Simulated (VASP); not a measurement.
A run of VASP 6.6.1 is set up as follows.

INCAR

```
SYSTEM = SbO6
PREC = Accurate ; ENCUT = 600
EDIFF = 1E-6 ; ISMEAR = 1
SIGMA = 0.1 ; LREAL = .FALSE.
LASPH = .TRUE. ; NELM = 120
ALGO = Normal ; ISIF = 2
LWAVE = .FALSE. ; LCHARG = .TRUE.
GGA = PE ; LELF = .TRUE.
LVHAR = .TRUE. ; NBANDS = 30
GGA_COMPAT = .FALSE.
```

Contents of KPOINTS:

```
Automatic mesh
0
G
  10 10 10
  0 0 0
```

Contents of POSCAR:

```
SbO6
1.0
   -2.9195786588      2.9195786588      2.9195786588
    2.9195786588     -2.9195786588      2.9195786588
    2.9195786588      2.9195786588     -2.9195786588
Sb O
1 6
Direct
    0.0000000000      0.0000000000      0.0000000000
    0.0000000000      0.6118510263      0.6118510263
    0.0000000000      0.3881489737      0.3881489737
    0.6118510263      0.6118510263      0.0000000000
    0.3881489737      0.3881489737      0.0000000000
    0.6118510263      0.0000000000      0.6118510263
    0.3881489737      0.0000000000      0.3881489737
```

Potentials or basis: VASP PAW PBE potentials, release 64 (Sb, O).

Run with:

```console
$ cat potpaw_PBE.64/Sb/POTCAR potpaw_PBE.64/O/POTCAR > POTCAR
$ mpirun -np 1 vasp_std > vasp.out
```

Question: Estimate the largest force.

Answer: 0.498 eV/Å.

Question: What does it give for the pressure?

Answer: -0.1 GPa.

Forces on the atoms (eV/Å):
```
Sb   0.000  0.000  0.000
O    0.498  0.000  0.000
O   -0.498  0.000  0.000
O    0.000  0.000  0.498
O    0.000  0.000 -0.498
O    0.000  0.498  0.000
O    0.000 -0.498  0.000
```

Caveat: an odd number of electrons without spin polarisation forces a metal; a magnetic or distorted state may lie lower.
